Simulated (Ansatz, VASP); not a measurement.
**One calculation of Al, two programs**

Contents of INCAR:

```
ALGO = Normal ; EDIFF = 1E-6
ENCUT = 520 ; GGA = PE
ISIF = 2 ; ISMEAR = 0
LASPH = True ; LCHARG = False
LREAL = False ; LWAVE = False
NBANDS = 8 ; NELM = 100
PREC = Accurate ; SIGMA = 0.15
```

KPOINTS

```
k-points
0
Gamma
  20 20 20
```

File POSCAR:

```
Al
1.0
    0.0000000000      1.9430208000      2.1049392000
    1.9430208000      0.0000000000      2.1049392000
    1.9430208000      1.9430208000      0.0000000000
Al
1
Direct
    0.0000000000      0.0000000000      0.0000000000
```

Input for Ansatz:

```yaml
crystal:
  lattice:
    - [0.0, 1.9430208, 2.1049392]
    - [1.9430208, 0.0, 2.1049392]
    - [1.9430208, 1.9430208, 0.0]
  atoms:
    - { symbol: Al, position: [0.0, 0.0, 0.0] }
basis:
  ecutwfc: 420
kpoints:
  mp_grid: { grid: [20, 20, 20] }
hamiltonian:
  xc: pbe
scf:
  occupations: { method: gaussian, width: 0.15 }
output:
  forces: true
  stress: true
  eigenvalues: true
```

Change from the starting cell: strain -0.040 along x and y, +0.040 along z, atoms carried along.

Alike in both runs: task single point; functional PBE; k mesh 20 × 20 × 20; occupations gaussian, width 0.15 eV; no spin polarisation.

|  | VASP | Ansatz |
| --- | --- | --- |
| version | VASP 6.6.1 | Ansatz 0.2.0 |
| potentials or method | VASP PAW PBE potentials, release 64 (Al), cutoff 520 eV | scalar-relativistic, plane waves, PAW |
| valence electrons in the cell | 3 | 3 |

|  | VASP | Ansatz | Ansatz less VASP |
| --- | --- | --- | --- |
| gap on the k mesh at the Fermi level (eV) | none | none | - |
| pressure (GPa) | 3.6 | 3.6 | +0.03 |
| traceless stress, the component that is largest in VASP (GPa) | -4.01 | -4.02 | -0.003 |

A gap of «none» marks a metal or a gap that the smearing closes.
